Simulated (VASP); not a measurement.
# SiC in VASP: further runs, part 2 of 2

VASP 6.6.1.

### 3 Single point, PBE

This run uses another cell than the first one.

File INCAR:

```
PREC = Accurate
ENCUT = 520
EDIFF = 1E-6
ISMEAR = -1
SIGMA = 0.02
LREAL = False
LASPH = True
NELM = 80
ALGO = Normal
ISIF = 2
LWAVE = False
LCHARG = False
LDIPOL = True
IDIPOL = 3
DIPOL = 0.5 0.5 0.500
GGA = PE
NBANDS = 11
```

File KPOINTS:

```
regular mesh
0
Gamma
  8 6 1
```

File POSCAR:

```
SiC
1.0
    3.0969261060      0.0000000000      0.0000000000
    0.0000000000      4.3797149007      0.0000000000
    0.0000000000      0.0000000000     22.0000000000
Si C
1 1
Direct
    0.2500000000      0.1250000000      0.5000000000
    0.7500000000      0.8750000000      0.5000000000
```

Potentials or basis: VASP PAW PBE potentials, release 64 (Si, C).

Launch:

```console
cat potpaw_PBE.64/Si/POTCAR potpaw_PBE.64/C/POTCAR > POTCAR
mpirun -np 1 vasp_std > vasp.out
```

OUTCAR:

```text
PREC = Accurate
   ENCUT = 520
   EDIFF = 1E-6
   ISMEAR = -1
   LREAL = False
   LASPH = True
   NELM = 80
   ISIF = 2
   GGA = PE

 ion  position               nearest neighbor table
   1  0.250  0.125  0.500-   2 1.90   2 1.90
   2  0.750  0.875  0.500-   1 1.90   1 1.90

  LATTYP: Found a simple orthorhombic cell.
 ALAT       =     3.0969261060
 B/A-ratio  =     1.4142135623
 C/A-ratio  =     7.1038181884

  Lattice vectors:

 A1 = (   3.0969261060,   0.0000000000,   0.0000000000)
 A2 = (   0.0000000000,   4.3797149007,   0.0000000000)
 A3 = (   0.0000000000,   0.0000000000,  22.0000000000)

Analysis of symmetry for initial positions (statically):
=====================================================================
 Subroutine PRICEL returns:
 Original cell was already a primitive cell.

 Routine SETGRP: Setting up the symmetry group for a
 simple orthorhombic supercell.

 Subroutine GETGRP returns: Found  4 space group operations
 (whereof  2 operations were pure point group operations)
 out of a pool of  8 trial point group operations.

The static configuration has the point symmetry C_1h.
 The point group associated with its full space group is C_2v.

Analysis of symmetry for dynamics (positions and initial velocities):
=====================================================================
 Subroutine PRICEL returns:
 Original cell was already a primitive cell.

 Routine SETGRP: Setting up the symmetry group for a
 simple orthorhombic supercell.

 Subroutine GETGRP returns: Found  4 space group operations
 (whereof  2 operations were pure point group operations)
 out of a pool of  8 trial point group operations.

The dynamic configuration has the point symmetry C_1h.
 The point group associated with its full space group is C_2v.

 Subroutine INISYM returns: Found  4 space group operations
 (whereof  2 operations are pure point group operations),
 and found     1 'primitive' translations

----------------------------------------------------------------------------------------

[... 123 lines left out ...]
   NGX = 11   NGY = 17   NGZ = 81

 dipolmoment           0.000000      0.000000     -0.000000 electrons x Angstroem

 number of electron       7.9999999 magnetization

 dipolmoment           0.000000      0.000000      0.000000 electrons x Angstroem

 Free energy of the ion-electron system (eV)
  ---------------------------------------------------
  ext. energy  EPLUGINS =         0.00000000
  ---------------------------------------------------
  free energy    TOTEN  =       -10.29199192 eV

  energy without entropy =      -10.29000747  energy(sigma->0) =      -10.29099969

 E-fermi :  -4.5073     XC(G=0):  -1.6787

 val. band max:       -4.5362259958   @ k =   0.3750   0.5000   0.0000
 cond. band min:      -4.4821558548   @ k =   0.1250   0.0000   0.0000
 fundamental gap:      0.0540701410
 Fermi energy:        -4.5072747381

 k-point     1 :       0.0000    0.0000    0.0000
  band No.  band energies     occupation
      1     -15.9735      2.00000
      2      -7.4580      2.00000
      3      -6.4346      2.00000
      4      -5.4403      2.00000
      5      -4.7031      1.99989
      6      -0.3081      0.00000
      7       0.0935      0.00000
      8       1.0251      0.00000
      9       1.0666      0.00000
     10       1.4667      0.00000
     11       1.9881      0.00000
[... 253 lines left out ...]
 k-point    20 :       0.5000    0.5000    0.0000
  band No.  band energies     occupation
      1     -13.8138      2.00000
      2     -10.9524      2.00000
      3      -6.1350      2.00000
      4      -5.3961      2.00000
      5      -3.9432      0.00000
      6      -2.0900      0.00000
      7       2.2314      0.00000
      8       3.6976      0.00000
      9       3.9276      0.00000
     10       4.2649      0.00000
     11       5.8302      0.00000

------------------------ aborting loop because EDIFF is reached ----------------------------------------

 vacuum level on the upper side and lower side of the slab       (xc-potential included)        -0.009        -0.009

  FORCE on cell =-STRESS in cart. coord.  units (eV):
  Direction    XX          YY          ZZ          XY          YZ          ZX
  --------------------------------------------------------------------------------------
  -------------------------------------------------------------------------------------
  Total       -3.0588331     -5.1437734     -0.0058708      0.0000000      0.0000000      0.0000000
  in kB      -16.4235485    -27.6180520     -0.0315218      0.0000000      0.0000000      0.0000000
  external PRESSURE =     -14.6910407 kB  Pullay stress =       0.0000000 kB

 VOLUME and BASIS-vectors are now :
 -----------------------------------------------------------------------------
  energy-cutoff  :      520.00
  volume of cell :      298.40
      direct lattice vectors                 reciprocal lattice vectors
     3.096926106  0.000000000  0.000000000     0.322900827  0.000000000  0.000000000
     0.000000000  4.379714901  0.000000000     0.000000000  0.228325364  0.000000000
     0.000000000  0.000000000 22.000000000     0.000000000  0.000000000  0.045454545

 POSITION                                       TOTAL-FORCE (eV/Angst)
 -----------------------------------------------------------------------------------
      0.77423      0.54746     11.00000         0.000000     -3.657319      0.000000
      2.32269      3.83225     11.00000         0.000000      3.657319      0.000000
 -----------------------------------------------------------------------------------
    total drift:                               -0.000000     -0.000010     -0.000000

  FREE ENERGIE OF THE ION-ELECTRON SYSTEM (eV)
  ---------------------------------------------------
  free  energy   TOTEN  =       -10.2919919236 eV

  energy  without entropy=      -10.2900074658  energy(sigma->0) =      -10.29099969

 vacuum level on the upper side and lower side of the slab         0.999         0.999
```

OSZICAR:

```text
N       E                     dE             d eps       ncg     rms          rms(c)
DAV:   1     0.423868743962E+02    0.42387E+02   -0.22370E+03   440   0.448E+02
DAV:   2    -0.531722266448E+01   -0.47704E+02   -0.44126E+02   730   0.800E+01
DAV:   3    -0.118789088683E+02   -0.65617E+01   -0.64079E+01   608   0.354E+01
[... 13 lines left out ...]
DAV:  17    -0.102919633838E+02   -0.14326E-03   -0.11626E-05   505   0.952E-03    0.137E-03
DAV:  18    -0.102919763824E+02   -0.12999E-04   -0.38598E-07   596   0.178E-03    0.108E-03
DAV:  19    -0.102919896444E+02   -0.13262E-04   -0.78264E-07   500   0.257E-03    0.332E-04
DAV:  20    -0.102919911841E+02   -0.15397E-05   -0.35448E-08   580   0.648E-04    0.293E-04
DAV:  21    -0.102919919236E+02   -0.73950E-06   -0.15428E-08   496   0.385E-04
   1 F= -.10291992E+02 E0= -.10291000E+02  d E =-.198446E-02
```

Wall time 2.3 min (1 thread of Intel Xeon 8259CL, shared host); peak memory 0.39 GiB.

Results:

* Free energy: -10.2920 eV
* Largest force: 3.657 eV/Å
* Band gap on the k mesh: zero (bands 4 and 5 overlap by 0.41 eV)

Forces on the atoms (eV/Å):
```
Si   0.000 -3.657  0.000
C    0.000  3.657  0.000
```
